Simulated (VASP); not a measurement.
# NaCl (Fm-3m) in VASP: notebook, part 2 of 2

VASP 6.6.1.

### 4 Single point, r2SCAN

This run uses another cell than the first one, of 18.59 Å³/atom.

POSCAR

```
NaCl
1.0
    0.0000000000      2.6492049711      2.6492049711
    2.6492049711      0.0000000000      2.6492049711
    2.6492049711      2.6492049711      0.0000000000
Na Cl
1 1
Direct
    0.0000000000      0.0000000000      0.0000000000
    0.5000000000      0.5000000000      0.5000000000
```

INCAR.step1

```
SYSTEM = NaCl
PREC = Accurate ; ENCUT = 520
ISMEAR = 0 ; SIGMA = 0.01
LREAL = .False. ; LASPH = .True.
NELM = 60 ; NBANDS = 14
GGA = PE ; ALGO = Normal
EDIFF = 1E-4 ; LWAVE = .True.
LCHARG = .False.
```

INCAR.step2

```
SYSTEM = NaCl
PREC = Accurate ; ENCUT = 520
EDIFF = 1E-6 ; ISMEAR = 0
SIGMA = 0.01 ; LREAL = .False.
LASPH = .True. ; NELM = 60
ALGO = Normal ; ISIF = 2
LWAVE = .False. ; LCHARG = .False.
METAGGA = R2SCAN ; LMIXTAU = .True.
NBANDS = 14 ; ISTART = 1
```

KPOINTS

```
Automatic mesh
0
Gamma
  8 8 8
  0 0 0
```

Potentials or basis: VASP PAW PBE potentials, release 64 (Na_pv, Cl).

The run is started by

```
cat potpaw_PBE.64/Na_pv/POTCAR potpaw_PBE.64/Cl/POTCAR > POTCAR
cp INCAR.step1 INCAR
mpirun -np 1 vasp_std > vasp.out
cp INCAR.step2 INCAR
mpirun -np 1 vasp_std > vasp.out
```

OUTCAR:

```text
SYSTEM = NaCl
   PREC = Accurate
   ENCUT = 520
   EDIFF = 1E-6
   ISMEAR = 0
   LREAL = .False.
   LASPH = .True.
   NELM = 60
   ISIF = 2
   METAGGA = R2SCAN
   ISTART = 1

 ion  position               nearest neighbor table
   1  0.000  0.000  0.000-   2 2.65   2 2.65   2 2.65   2 2.65   2 2.65   2 2.65
   2  0.500  0.500  0.500-   1 2.65   1 2.65   1 2.65   1 2.65   1 2.65   1 2.65

  LATTYP: Found a face centered cubic cell.
 ALAT       =     5.2984099422

  Lattice vectors:

 A1 = (   0.0000000000,   2.6492049711,   2.6492049711)
 A2 = (   2.6492049711,   0.0000000000,   2.6492049711)
 A3 = (   2.6492049711,   2.6492049711,   0.0000000000)

Analysis of symmetry for initial positions (statically):
=====================================================================
 Subroutine PRICEL returns:
 Original cell was already a primitive cell.

 Routine SETGRP: Setting up the symmetry group for a
 face centered cubic supercell.

 Subroutine GETGRP returns: Found 48 space group operations
 (whereof 48 operations were pure point group operations)
 out of a pool of 48 trial point group operations.

The static configuration has the point symmetry O_h .

Analysis of symmetry for dynamics (positions and initial velocities):
[... 169 lines left out ...]
      2     -21.1754      2.00000
      3     -21.1754      2.00000
      4     -13.6659      2.00000
      5       0.0721      2.00000
      6       0.0721      2.00000
      7       0.0721      2.00000
      8       6.8902      0.00000
      9      11.9506      0.00000
     10      11.9506      0.00000
     11      11.9506      0.00000
     12      14.4617      0.00000
     13      14.4617      0.00000
     14      16.4797      0.00000
[... 377 lines left out ...]
      1     -21.2297      2.00000
      2     -21.1922      2.00000
      3     -21.1840      2.00000
      4     -13.0323      2.00000
      5      -2.1483      2.00000
      6      -1.0011      2.00000
      7      -0.5298      2.00000
      8       9.5672      0.00000
      9      11.0734      0.00000
     10      12.1272      0.00000
     11      13.3355      0.00000
     12      16.2556      0.00000
     13      18.0304      0.00000
     14      18.8013      0.00000

 [... further k-points ...]
[... 5 lines left out ...]
  --------------------------------------------------------------------------------------
  -------------------------------------------------------------------------------------
  Total        1.5345973      1.5345973      1.5345973      0.0000000      0.0000000     -0.0000000
  in kB       66.1193148     66.1193148     66.1193148      0.0000000      0.0000000     -0.0000000
  external PRESSURE =      66.1193148 kB  Pullay stress =       0.0000000 kB

 VOLUME and BASIS-vectors are now :
 -----------------------------------------------------------------------------
  energy-cutoff  :      520.00
  volume of cell :       37.19
      direct lattice vectors                 reciprocal lattice vectors
     0.000000000  2.649204971  2.649204971    -0.188735868  0.188735868  0.188735868
     2.649204971  0.000000000  2.649204971     0.188735868 -0.188735868  0.188735868
     2.649204971  2.649204971  0.000000000     0.188735868  0.188735868 -0.188735868

 POSITION                                       TOTAL-FORCE (eV/Angst)
 -----------------------------------------------------------------------------------
      0.00000      0.00000      0.00000         0.000000      0.000000     -0.000000
      2.64920      2.64920      2.64920        -0.000000     -0.000000      0.000000
 -----------------------------------------------------------------------------------
    total drift:                                0.000000      0.000000      0.000000

  FREE ENERGIE OF THE ION-ELECTRON SYSTEM (eV)
  ---------------------------------------------------
  free  energy   TOTEN  =       -13.6749348258 eV

  energy  without entropy=      -13.6749348258  energy(sigma->0) =      -13.67493483
```

Run time: 28 s. Hardware: 1 thread of Intel Xeon 6975P-C (Granite Rapids), shared host; peak memory 0.15 GiB.

What came out:

| Item | Value |
| --- | --- |
| Free energy | -13.6749 eV |
| Pressure | 6.6 GPa |
| Band gap on the k mesh | 6.82 eV |

Caveat: the cell stands under pressure; the PAW data sets were made with another functional, which shifts forces and pressure a little.

### 5 Single point, r2SCAN

This run uses another cell than the first one, of 19.72 Å³/atom.

POSCAR

```
NaCl
1.0
    0.0000000000      2.7015076702      2.7015076702
    2.7015076702      0.0000000000      2.7015076702
    2.7015076702      2.7015076702      0.0000000000
Na Cl
1 1
Direct
    0.0000000000      0.0000000000      0.0000000000
    0.5000000000      0.5000000000      0.5000000000
```

INCAR.step1

```
SYSTEM = NaCl
ALGO = Normal
EDIFF = 1E-4
ENCUT = 520
GGA = PE
ISMEAR = 0
LASPH = .True.
LCHARG = .False.
LREAL = .False.
LWAVE = .True.
NBANDS = 14
NELM = 60
PREC = Accurate
SIGMA = 0.01
```

INCAR.step2

```
SYSTEM = NaCl
ALGO = Normal
EDIFF = 1E-7
ENCUT = 520
ISIF = 2
ISMEAR = 0
ISTART = 1
LASPH = .True.
LCHARG = .False.
LMIXTAU = .True.
LREAL = .False.
LWAVE = .False.
METAGGA = R2SCAN
NBANDS = 14
NELM = 60
PREC = Accurate
SIGMA = 0.01
```

KPOINTS

```
k-points
0
Gamma
  8 8 8
  0 0 0
```

The run is started by

```
cat potpaw_PBE.64/Na_pv/POTCAR potpaw_PBE.64/Cl/POTCAR > POTCAR
cp INCAR.step1 INCAR
mpirun -np 1 vasp_std > vasp.out
cp INCAR.step2 INCAR
mpirun -np 1 vasp_std > vasp.out
```

Run time: 32 s. Hardware: 1 thread of Intel Xeon 6975P-C (Granite Rapids), shared host; peak memory 0.15 GiB.

It converged, with:

- Free energy: -13.7445 eV
- Pressure: 3.6 GPa
- Band gap on the k mesh: 6.51 eV

Levels at points of the mesh, in eV from the valence-band top:
| k point | band 5 | band 6 | band 7 | band 8 | band 9 | band 10 |
| --- | --- | --- | --- | --- | --- | --- |
| (0.00, 0.00, 0.00) | 0.00 | 0.00 | 0.00 | 6.51 | 11.86 | 11.86 |
| (0.50, 0.00, 0.00) | -2.35 | -0.36 | -0.36 | 8.18 | 12.07 | 12.07 |
| (0.50, 0.50, 0.00) | -2.06 | -0.75 | -0.75 | 8.47 | 8.82 | 13.23 |

Caveat: the cell stands under pressure; the PAW data sets were made with another functional, which shifts forces and pressure a little.

### 6 Overview

```csv
cell,gap on the mesh (eV),pressure (GPa)
"a = 3.611 Å, angles 60.0°, 2 atoms",7.48,14.7
"a = 3.688 Å, angles 60.0°, 2 atoms",7.09,9.6
"a = 3.747 Å, angles 60.0°, 2 atoms",6.82,6.6
"a = 3.821 Å, angles 60.0°, 2 atoms",6.51,3.6
```

Alike in all rows: task single point; level r2SCAN; potentials or basis VASP PAW PBE potentials, release 64 (Na_pv, Cl); no spin polarisation; k mesh 8 × 8 × 8; cutoff (eV) 520; smearing gaussian 0.01 eV.

Caveats: the cell stands under pressure; the PAW data sets were made with another functional, which shifts forces and pressure a little.

Absolute energies hang on the potentials; compare differences alone.
